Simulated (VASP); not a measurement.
The system is Li.

```xyz
2
Lattice="3.4500 0.0000 0.0000 0.0000 3.4500 0.0000 0.0000 0.0000 3.4500" Properties=species:S:1:pos:R:3 pbc="T T T"
Li    0.0000    0.0000    0.0000
Li    1.7250    1.7250    1.7250
```

| Property | Result |
| --- | --- |
| Program | VASP 6.6.1 |
| Task | relaxation of cell and atoms |
| Functional | LDA |
| Potentials or basis | VASP PAW LDA potentials, release 64 (Li_sv) |
| Cutoff | 600 eV |
| k mesh | 20 × 20 × 20 |
| Occupations | methfessel-paxton, width 0.1 eV |
| Spin | no spin polarisation |

At the start: pressure -1.1 GPa; volume 20.53 Å³/atom.

How do energy, volume and symmetry change on relaxing?

Over 4 steps the energy falls by 6.9 meV/atom and the volume is 18.72 Å³/atom (-8.8 %); space group Im-3m (No. 229, to 0.05 Å).

The path:
| step | energy change (eV) | largest force (eV/Å) | pressure (GPa) | volume (Å³) |
| --- | --- | --- | --- | --- |
| 1 | 0.0000 | 0.0000 | -1.15 | 41.06 |
| 2 | -0.0056 | 0.0000 | -0.92 | 40.20 |
| 3 | -0.0130 | 0.0000 | -0.29 | 38.25 |
| 4 | -0.0137 | 0.0000 | 0.02 | 37.44 |

Final structure:
```
Li
1.0
     3.34544    0.00000    0.00000
     0.00000    3.34544    0.00000
     0.00000    0.00000    3.34544
Li
2
Direct
  0.00000 0.00000 0.00000
  0.50000 0.50000 0.50000
```

Caveat: the cutoff is under 1.25 times the usual one of these potentials, so pressure, stress and relaxed cells hold a basis-set (Pulay) error.
